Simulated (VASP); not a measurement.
# ZrSi7 in VASP: notebook, part 3 of 3

VASP 6.6.1.

## (5) Single point, PBE

File INCAR:

```
PREC = Accurate
ENCUT = 520
EDIFF = 1E-6
ISMEAR = -1
SIGMA = 0.1568
LREAL = Auto
LASPH = T
NELM = 80
ALGO = Normal
ISIF = 2
LWAVE = F
LCHARG = F
GGA = PE
ISYM = 0
NBANDS = 54
```

File KPOINTS:

```
Automatic mesh
0
Gamma
  1 1 1
  0.25 0.25 0.25
```

File POSCAR:

```
ZrSi7
1.0
    6.3834610000      0.2107420000      0.1575520000
    0.2107420000      6.5561630000     -0.0013120000
    0.1575520000     -0.0013120000      6.4400080000
Si Zr
14 2
Direct
    0.7456543398      0.2879390535      0.6700121248
    0.8675965315      0.3083303335      0.1066709794
    1.0168474502      0.6852051669      0.4384358901
    0.0153973565     -0.0886822112      0.7148156904
    0.4032660529      0.7472913109      0.6674825673
    0.3787168247      0.4525909701      0.5211231424
    0.3919139890      0.1987779795      0.9356496085
    1.0716378165      0.3135466079      0.5127789735
    0.7215027767      0.6771763754      0.7985024630
    0.0844885706      0.4916357689      0.8647316405
    0.2231165148     -0.0094712547      0.4260143963
    0.6129554607      0.6030728757      0.2755594206
    0.2132281138      0.4098286990      0.1508170765
    0.5950300022     -0.0167005349      0.4522741155
    0.7942215198      0.9257555740      0.0947199759
    0.3238410924      0.8257799460      0.0692437978
```

Potentials or basis: VASP PAW PBE potentials, release 64 (Si, Zr_sv).

Launch:

```sh
> cat potpaw_PBE.64/Si/POTCAR potpaw_PBE.64/Zr_sv/POTCAR > POTCAR
> mpirun -np 1 vasp_std > vasp.out
```

OUTCAR:

```text
PREC = Accurate
   ENCUT = 520
   EDIFF = 1E-6
   ISMEAR = -1
   LREAL = Auto
   LASPH = T
   NELM = 80
   ISIF = 2
   GGA = PE
   ISYM = 0

 ion  position               nearest neighbor table
   1  0.746  0.288  0.670-   8 2.29   9 2.68  14 2.70   6 2.73   7 2.86   4 2.94  10 2.95   2 2.96

   2  0.868  0.308  0.107-  13 2.38  10 2.41  15 2.58  12 2.64   1 2.96   8 2.98
   3  0.017  0.685  0.438-   4 2.32  11 2.47   8 2.49   6 2.76  13 2.78  12 2.91   9 2.92   5 2.99
                            10 3.06  15 3.07  16 3.18
   4  0.015  0.911  0.715-  11 2.31   3 2.32   9 2.54   5 2.64  15 2.76  10 2.93   1 2.94   8 2.98
                            16 3.12
   5  0.403  0.747  0.667-   6 2.17   9 2.26  14 2.43  11 2.49   4 2.64  16 2.66  12 2.93  10 2.96
                             3 2.99
   6  0.379  0.453  0.521-   5 2.17   8 2.22  12 2.38  13 2.68   1 2.73   3 2.76  10 2.83   7 3.15

   7  0.392  0.199  0.936-  13 2.19  16 2.65  10 2.71   1 2.86   6 3.15  15 3.24
   8  0.072  0.314  0.513-   6 2.22   1 2.29  11 2.33   3 2.49  13 2.55  10 2.56   4 2.98   2 2.98

   9  0.722  0.677  0.799-   5 2.26   4 2.54  15 2.59  10 2.60   1 2.68   3 2.92  14 3.10  16 3.11

  10  0.084  0.492  0.865-  13 2.11   2 2.41   8 2.56   9 2.60   7 2.71   6 2.83   4 2.93   1 2.95
                             5 2.96   3 3.06  16 3.08
  11  0.223  0.991  0.426-   4 2.31   8 2.33  14 2.39   3 2.47   5 2.49  16 2.57
  12  0.613  0.603  0.276-   6 2.38   2 2.64  16 2.68  15 2.71  14 2.74   3 2.91   5 2.93  13 3.07

  13  0.213  0.410  0.151-  10 2.11   7 2.19   2 2.38   8 2.55   6 2.68   3 2.78  16 2.90  12 3.07

  14  0.595  0.983  0.452-  11 2.39   5 2.43  15 2.59   1 2.70  12 2.74   9 3.10  16 3.29
  15  0.794  0.926  0.095-   2 2.58   9 2.59  14 2.59  12 2.71   4 2.76   3 3.07  16 3.13   7 3.24
                            16 3.40
  16  0.324  0.826  0.069-  11 2.57   7 2.65   5 2.66  12 2.68  13 2.90  10 3.08   9 3.11   4 3.12
                            15 3.13   3 3.18  14 3.29  15 3.40

IMPORTANT INFORMATION: All symmetrisations will be switched off!
NOSYMM: (Re-)initialisation of all symmetry stuff for point group C_1.

----------------------------------------------------------------------------------------

                                     Primitive cell

  volume of cell :     269.0720

  direct lattice vectors                    reciprocal lattice vectors
     6.383461000  0.210742000  0.157552000     0.156916149 -0.005044698 -0.003839913
     0.210742000  6.556163000 -0.001312000    -0.005044698  0.152690428  0.000154523
     0.157552000 -0.001312000  6.440008000    -0.003839913  0.000154523  0.155373284

  length of vectors
     6.388881683  6.559549313  6.441935066     0.157044171  0.152773818  0.155420803

  position of ions in fractional coordinates (direct lattice)
     0.745654340  0.287939053  0.670012125
     0.867596531  0.308330334  0.106670979
     0.016847450  0.685205167  0.438435890
     0.015397357  0.911317789  0.714815690
     0.403266053  0.747291311  0.667482567
     0.378716825  0.452590970  0.521123142
[... 8 lines left out ...]
     0.794221520  0.925755574  0.094719976
     0.323841092  0.825779946  0.069243798

  ion indices of the primitive-cell ions
   primitive index   ion index
                 1           1
                 2           2
                 3           3
                 4           4
                 5           5
                 6           6
[... 8 lines left out ...]
                15          15
                16          16

----------------------------------------------------------------------------------------

 KPOINTS: Automatic mesh

Automatic generation of k-mesh.
 Grid dimensions read from file:
 generate k-points for:    1    1    1

 Generating k-lattice:

  Cartesian coordinates                     Fractional coordinates (reciprocal lattice)
     0.156916149 -0.005044698 -0.003839913     1.000000000 -0.000000000  0.000000000
    -0.005044698  0.152690428  0.000154523    -0.000000000  1.000000000  0.000000000
    -0.003839913  0.000154523  0.155373284    -0.000000000  0.000000000  1.000000000

  Length of vectors
     0.157044171  0.152773818  0.155420803

  Shift w.r.t. Gamma in fractional coordinates (k-lattice)
     0.250000000  0.250000000  0.250000000

 Subroutine IBZKPT returns following result:
 ===========================================

 Found      1 irreducible k-points:

 Following reciprocal coordinates:
            Coordinates               Weight
  0.250000  0.250000  0.250000      2.000000
   k-points           NKPTS =      1   k-points in BZ     NKDIM =      1   number of bands    NBANDS=     54
   number of dos      NEDOS =    301   number of ions     NIONS =     16
   total plane-waves  NPLWV = 115200
   dimension x,y,z NGX =    48 NGY =   50 NGZ =   48
   dimension x,y,z NGXF=    96 NGYF=  100 NGZF=   96
   ions per type =              14   2
   NGX,Y,Z   is equivalent  to a cutoff of  12.49, 12.67, 12.39 a.u.
   NGXF,Y,Z  is equivalent  to a cutoff of  24.98, 25.34, 24.77 a.u.
 SYSTEM =  unknown system
   PREC   = accura    normal or accurate (medium, high low for compatibility)
   ISTART =      0    job   : 0-new  1-cont  2-samecut
   ICHARG =      2    charge: 1-file 2-atom 10-const
   ISPIN  =      1    spin polarized calculation?
   LNONCOLLINEAR =      F non collinear calculations
   LSORBIT =      F    spin-orbit coupling
   LASPH  =      T    aspherical Exc in radial PAW
   ENCUT  =  520.0 eV  38.22 Ry    6.18 a.u.  11.88 12.20 11.98*2*pi/ulx,y,z
   NELM   =     80;   NELMIN=  2; NELMDL= -5     # of ELM steps
   EDIFF  = 0.1E-05   stopping-criterion for ELM
   LREAL  =      T    real-space projection
   EDIFFG = 0.1E-04   stopping-criterion for IOM
   NSW    =      0    number of steps for IOM
   IBRION =     -1    ionic relax: 0-MD 1-quasi-New 2-CG
   NFREE  =      0    steps in history (QN), initial steepest desc. (CG)
   ISIF   =      2    stress and relaxation
   ISYM   =      0    0-nonsym 1-usesym 2-fastsym
   POTIM  = 0.5000    time-step for ionic-motion
   TEBEG  =    0.0;   TEEND  =   0.0 temperature during run
   PSTRESS=    0.0 pullay stress
   NELECT =      80.0000    total number of electrons
   NUPDOWN=      -1.0000    fix difference up-down
   EMIN   =  10.00;   EMAX   =-10.00  energy-range for DOS
   EFERMI =   0.00;   METHOD = LEGACY
   ISMEAR =    -1;   SIGMA  =   0.16  broadening in eV -4-tet -1-fermi 0-gaus
   EFERMI_NEDOS =   21; number of points for ismear=-14 and -15
   IALGO  =     38    algorithm
   IMIX   =      4    mixing-type and parameters
     AMIX     =   0.40;   BMIX     =  1.00
     AMIX_MAG =   1.60;   BMIX_MAG =  1.00
  volume/ion in A,a.u.               =      16.82       113.49
  Fermi-wavevector in a.u.,A,eV,Ry     =   1.092652  2.064814 16.243848  1.193889
  Thomas-Fermi vector in A             =   2.228922
   LORBIT       =      0    0 simple, 1 ext, 2 COOP (PROOUT), +10 PAW based schemes
   GGA     = PE    functional components
   LHFCALC =     F    Hartree Fock is set to
   AEXX    =    0.0000 exact exchange contribution
   IVDW    =     0    specifies the selected vdW correction
   LEPSILON=     F    determine dielectric tensor
   LRPA    =     F    only Hartree local field effects (RPA)
 non-spin polarized calculation
  energy-cutoff  :      520.00
  volume of cell :      269.07
 maximum number of plane-waves:      7248
 NGX is ok and might be reduce to    48
   NGX = 23   NGY = 25   NGZ = 23

 number of electron      79.9999999 magnetization

 Free energy of the ion-electron system (eV)
  ---------------------------------------------------
  ext. energy  EPLUGINS =         0.00000000
  ---------------------------------------------------
  free energy    TOTEN  =       -87.74622815 eV

  energy without entropy =      -87.33171649  energy(sigma->0) =      -87.53897232

 E-fermi :   8.3813     XC(G=0): -10.6922

 val. band max:        8.0700334718   @ k =   0.2500   0.2500   0.2500
 cond. band min:       8.6034392318   @ k =   0.2500   0.2500   0.2500
 fundamental gap:      0.5334057600
 Fermi energy:         8.3812522252

 k-point     1 :       0.2500    0.2500    0.2500
  band No.  band energies     occupation
      1     -40.1775      2.00000
      2     -40.0371      2.00000
      3     -18.4109      2.00000
      4     -18.3654      2.00000
      5     -18.2796      2.00000
      6     -18.2397      2.00000
[... 44 lines left out ...]
     51      11.0700      0.00000
     52      11.6523      0.00000
 [bands above 52 left out]

------------------------ aborting loop because EDIFF is reached ----------------------------------------

  FORCE on cell =-STRESS in cart. coord.  units (eV):
  Direction    XX          YY          ZZ          XY          YZ          ZX
  --------------------------------------------------------------------------------------
  -------------------------------------------------------------------------------------
  Total       15.4062898      4.7886951     14.9387232      7.1586133     12.7451715      2.1346414
  in kB       91.7360747     28.5140745     88.9519699     42.6256481     75.8905633     12.7106283
  external PRESSURE =      69.7340397 kB  Pullay stress =       0.0000000 kB

 VOLUME and BASIS-vectors are now :
 -----------------------------------------------------------------------------
  energy-cutoff  :      520.00
  volume of cell :      269.07
      direct lattice vectors                 reciprocal lattice vectors
     6.383461000  0.210742000  0.157552000     0.156916149 -0.005044698 -0.003839913
     0.210742000  6.556163000 -0.001312000    -0.005044698  0.152690428  0.000154523
     0.157552000 -0.001312000  6.440008000    -0.003839913  0.000154523  0.155373284

 POSITION                                       TOTAL-FORCE (eV/Angst)
 -----------------------------------------------------------------------------------
      4.92610      2.04404      4.43199        -2.311264     -0.065168      0.598338
      5.62005      2.20416      0.82325        -0.645105      1.360684      0.706971
      0.32102      4.49529      2.82529        -0.430722     -0.291676     -1.222324
      0.40296      5.97705      4.60465        -0.424449      0.170707      1.202927
      2.83688      4.98347      4.36115        -0.546057      1.436016     -0.046539
      2.59501      3.04639      3.41511         1.704184     -1.767584     -0.381551
[... 8 lines left out ...]
      5.27990      6.23666      0.73391         1.226598     -0.702563     -0.150803
      2.25216      5.48210      0.49587        -1.325957     -0.655971     -0.706492
 -----------------------------------------------------------------------------------
    total drift:                                0.001794     -0.002303      0.005815

  FREE ENERGIE OF THE ION-ELECTRON SYSTEM (eV)
  ---------------------------------------------------
  free  energy   TOTEN  =       -87.7462281504 eV

  energy  without entropy=      -87.3317164921  energy(sigma->0) =      -87.53897232
```

It took 31 s on 1 thread of Intel Xeon Platinum 8488C (Sapphire Rapids), shared host; peak memory 0.31 GiB.

What came out:

* Free energy: -87.7462 eV
* Pressure: 7.0 GPa
* Largest force: 4.353 eV/Å
* Band gap on the k mesh: 0.53 eV

Forces in eV/Å, atoms in the order of the input:
```
Si  -2.311 -0.065  0.598
Si  -0.645  1.361  0.707
Si  -0.431 -0.292 -1.222
Si  -0.424  0.171  1.203
Si  -0.546  1.436 -0.047
Si   1.704 -1.768 -0.382
Si   1.789 -0.736 -1.556
Si  -0.763  0.532 -0.600
Si   0.587 -1.097  0.186
Si  -1.036  1.190 -2.963
Si  -0.477  0.529 -0.138
Si   0.768 -1.172 -0.108
Si   1.197  0.944  4.077
Si   0.687  0.325  1.102
Zr   1.227 -0.703 -0.151
Zr  -1.326 -0.656 -0.706
```

Caveat: the k points lie up to 0.99 Å⁻¹ apart.
